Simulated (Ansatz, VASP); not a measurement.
# InAs3: VASP beside Ansatz

Contents of INCAR:

```
SYSTEM = InAs3
  PREC = Accurate
  ENCUT = 520
  EDIFF = 1E-7
  ISMEAR = 0
  SIGMA = 0.1
  LREAL = .FALSE.
  LASPH = .TRUE.
  NELM = 100
  ALGO = Normal
  ISIF = 2
  LWAVE = .FALSE.
  LCHARG = .FALSE.
  GGA = PE
  NBANDS = 22
```

Contents of KPOINTS:

```
Automatic mesh
0
G
  10 10 10
  0 0 0
```

Contents of POSCAR:

```
InAs3
1.0
    0.0000000000      3.5790459301      3.5790459301
    3.5790459301      0.0000000000      3.5790459301
    3.5790459301      3.5790459301      0.0000000000
In As
1 3
Direct
    0.0000000000      0.0000000000      0.0000000000
    0.2500000000      0.2500000000      0.2500000000
    0.7500000000      0.7500000000      0.7500000000
    0.5000000000      0.5000000000      0.5000000000
```

Input for Ansatz:

```yaml
crystal:
  lattice:
    - [0.0, 3.5790459301, 3.5790459301]
    - [3.5790459301, 0.0, 3.5790459301]
    - [3.5790459301, 3.5790459301, 0.0]
  atoms:
    - { symbol: In, position: [0.0, 0.0, 0.0] }
    - { symbol: As, position: [0.25, 0.25, 0.25] }
    - { symbol: As, position: [0.75, 0.75, 0.75] }
    - { symbol: As, position: [0.5, 0.5, 0.5] }
basis:
  ecutwfc: 420
kpoints:
  mp_grid: { grid: [10, 10, 10] }
hamiltonian:
  xc: pbe
scf:
  occupations: { method: gaussian, width: 0.1 }
output:
  forces: true
  stress: true
  eigenvalues: true
```

Alike in both runs: task single point; functional PBE; k mesh 10 × 10 × 10; occupations gaussian, width 0.1 eV; no spin polarisation.

|  | VASP | Ansatz |
| --- | --- | --- |
| version | VASP 6.6.1 | Ansatz 0.2.0 |
| potentials or method | VASP PAW PBE potentials, release 64 (In_d, As), cutoff 520 eV | scalar-relativistic, plane waves, PAW |
| valence electrons in the cell | 28 | 58 |

|  | VASP | Ansatz | Ansatz less VASP |
| --- | --- | --- | --- |
| gap on the k mesh at the Fermi level (eV) | none | none | - |
| pressure (GPa) | -5.4 | -5.4 | 0.00 |

A gap of «none» marks a metal or a gap that the smearing closes. The functional is the same, so the differences come from potentials, cutoffs and numerics. VASP's potentials hold 28 valence electrons a cell and Ansatz's 58, so a difference there can come from the potentials and not from the codes.
